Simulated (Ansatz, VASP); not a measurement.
Two plane-wave programs on GaP

Contents of POSCAR:

```
GaP
1.0
    0.0000000000      2.7253992947      2.8616692594
    2.7253992947      0.0000000000      2.8616692594
    2.7253992947      2.7253992947      0.0000000000
Ga P
1 1
Direct
    0.0000000000      0.0000000000      0.0000000000
    0.2500000000      0.2500000000      0.2500000000
```

INCAR.step1

```
SYSTEM = GaP
ALGO = Normal ; EDIFF = 1E-5
ENCUT = 520 ; GGA = PE
ISIF = 2 ; ISMEAR = 0
LASPH = .TRUE. ; LCHARG = .FALSE.
LREAL = .FALSE. ; LWAVE = .TRUE.
NBANDS = 16 ; NELM = 60
PREC = Accurate ; SIGMA = 0.01
```

INCAR.step2

```
SYSTEM = GaP
ALGO = Normal ; EDIFF = 1E-6
ENCUT = 520 ; GGA = PE
HFSCREEN = 0.2079 ; ISIF = 2
ISMEAR = 0 ; ISTART = 1
LASPH = .TRUE. ; LCHARG = .FALSE.
LHFCALC = .TRUE. ; LREAL = .FALSE.
LWAVE = .FALSE. ; NBANDS = 16
NELM = 60 ; PREC = Accurate
PRECFOCK = Normal ; SIGMA = 0.01
```

File KPOINTS:

```
k-points
0
G
  6 6 6
  0 0 0
```

Input for Ansatz:

```yaml
crystal:
  lattice:
    - [0.0, 2.7253992947, 2.8616692594]
    - [2.7253992947, 0.0, 2.8616692594]
    - [2.7253992947, 2.7253992947, 0.0]
  atoms:
    - { symbol: Ga, position: [0.0, 0.0, 0.0] }
    - { symbol: P, position: [0.25, 0.25, 0.25] }
kpoints:
  mp_grid: { grid: [6, 6, 6] }
  band_path:
    path:
      - [0.0, 0.0, 0.0]
      - [-0.5, -0.5, 0.0]
      - [-0.375, -0.375, 0.25]
      - [-0.375, 0.0, 0.375]
      - [0.0, 0.0, 0.5]
      - [-0.5, -0.25, 0.25]
    npoints: 1
hamiltonian:
  xc: hse06
scf:
  occupations: { method: fixed }
  n_extra_bands: 4
output:
  forces: true
  stress: true
  eigenvalues: true
  write_density: true
  write_potential: true
  elf: true
  volumetric_format: npy
```

Change from the starting cell: uniaxial_z strain +5.0%.

Alike in both runs: task single point; functional HSE06; k mesh 6 × 6 × 6; no spin polarisation.

|  | VASP | Ansatz |
| --- | --- | --- |
| version | VASP 6.6.1 | Ansatz 0.2.0 |
| potentials or method | VASP PAW PBE potentials, release 64 (Ga_d, P) | plane waves, PAW |
| plane-wave cutoff (eV) | 520 | 420 |
| occupations | gaussian, width 0.01 eV | fixed |
| valence electrons in the cell | 18 | 18 |

|  | VASP | Ansatz | Ansatz less VASP |
| --- | --- | --- | --- |
| gap on the k mesh at the Fermi level (eV) | 2.18 | 2.18 | -0.002 |
| pressure (GPa) | -3.4 | -3.3 | +0.12 |
| traceless stress, the component that is largest in VASP (GPa) | -2.85 | -2.84 | +0.013 |

Ansatz's warnings: stress exchange threshold loose, stress scf threshold loose.
